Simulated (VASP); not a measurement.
A run of VASP 6.6.1 is set up as follows.

INCAR

```
PREC = Accurate ; ENCUT = 520
EDIFF = 1E-7 ; ISMEAR = -1
SIGMA = 0.05 ; LREAL = F
LASPH = T ; NELM = 60
ALGO = Normal ; ISIF = 2
LWAVE = F ; LCHARG = F
GGA = RE ; NBANDS = 17
```

KPOINTS

```
Automatic mesh
0
Gamma
  5 5 5
```

The input POSCAR:

```
PbS
1.0
    0.0000000000      2.9657500000      2.9657500000
    2.9657500000      0.0000000000      2.9657500000
    2.9657500000      2.9657500000      0.0000000000
Pb S
1 1
Direct
    0.0000000000      0.0000000000      0.0000000000
    0.5000000000      0.5000000000      0.5000000000
```

Potentials or basis: VASP PAW PBE potentials, release 64 (Pb_d, S).

Launch:

```console
$ cat potpaw_PBE.64/Pb_d/POTCAR potpaw_PBE.64/S/POTCAR > POTCAR
$ mpirun -np 1 vasp_std > vasp.out
```

(1) Predict the pressure.

Results:

(1) 3.4 GPa.

Caveat: the PAW data sets were made with another functional, which shifts forces and pressure a little.
